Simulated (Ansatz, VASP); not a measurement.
One calculation of Ca2Al2O, two programs

Contents of INCAR:

```
PREC = Accurate
ENCUT = 600
EDIFF = 1E-6
ISMEAR = 0
SIGMA = 0.1
LREAL = False
LASPH = True
NELM = 80
ALGO = Normal
ISIF = 3
LWAVE = False
LCHARG = False
GGA = PE
IBRION = 2
NSW = 100
EDIFFG = -0.01
```

File KPOINTS:

```
Automatic mesh
0
Gamma
  12 12 6
```

The input POSCAR:

```
Ca2Al2O
1.0
    4.8272731233      0.0000000000      0.0000000000
   -2.4136365616      4.1805411558      0.0000000000
    0.0000000000      0.0000000000      6.1239341973
Ca Al O
2 2 1
Direct
    0.3333333333      0.6666666667      0.5000000000
    0.6666666667      0.3333333333      0.5000000000
    0.3333333333      0.6666666667      0.0000000000
    0.6666666667      0.3333333333      0.0000000000
    0.0000000000      0.0000000000      0.0000000000
```

Input for Ansatz:

```yaml
crystal:
  lattice:
    - [4.8272731233, 0.0, 0.0]
    - [-2.4136365616, 4.1805411558, 0.0]
    - [0.0, 0.0, 6.1239341973]
  atoms:
    - { symbol: Ca, position: [0.3333333333, 0.6666666667, 0.5] }
    - { symbol: Ca, position: [0.6666666667, 0.3333333333, 0.5] }
    - { symbol: Al, position: [0.3333333333, 0.6666666667, 0.0] }
    - { symbol: Al, position: [0.6666666667, 0.3333333333, 0.0] }
    - { symbol: O, position: [0.0, 0.0, 0.0] }
basis:
  ecutwfc: 420
kpoints:
  mp_grid: { grid: [12, 12, 6] }
hamiltonian:
  xc: pbe
scf:
  occupations: { method: gaussian, width: 0.1 }
output:
  forces: true
  stress: true
  eigenvalues: true
relax:
  adjacent_minimum: "off"
  f_tol: 0.01
  max_steps: 80
  cell: { stress_tol: 0.05 }
```

Alike in both runs: task relaxation of cell and atoms; functional PBE; k mesh 12 × 12 × 6; occupations gaussian, width 0.1 eV; no spin polarisation.

|  | VASP | Ansatz |
| --- | --- | --- |
| version | VASP 6.6.1 | Ansatz 0.2.0 |
| potentials or method | VASP PAW PBE potentials, release 64 (Ca_sv, Al, O), cutoff 600 eV | scalar-relativistic, plane waves, PAW |
| valence electrons in the cell | 32 | 32 |

Ansatz gave:

* gap on the k mesh at the Fermi level, each at its own relaxed structure (eV): none
* relaxed volume (Å³/atom): 24.87
* relaxed length of the cell vector where the two differ most in proportion (Å): 4.846

**Question.** What did VASP give for the same quantities?

**Answer.** gap on the k mesh at the Fermi level, each at its own relaxed structure (eV): none; relaxed volume (Å³/atom): 24.90; relaxed length of the cell vector where the two differ most in proportion (Å): 4.849.

A gap of «none» marks a metal or a gap that the smearing closes.
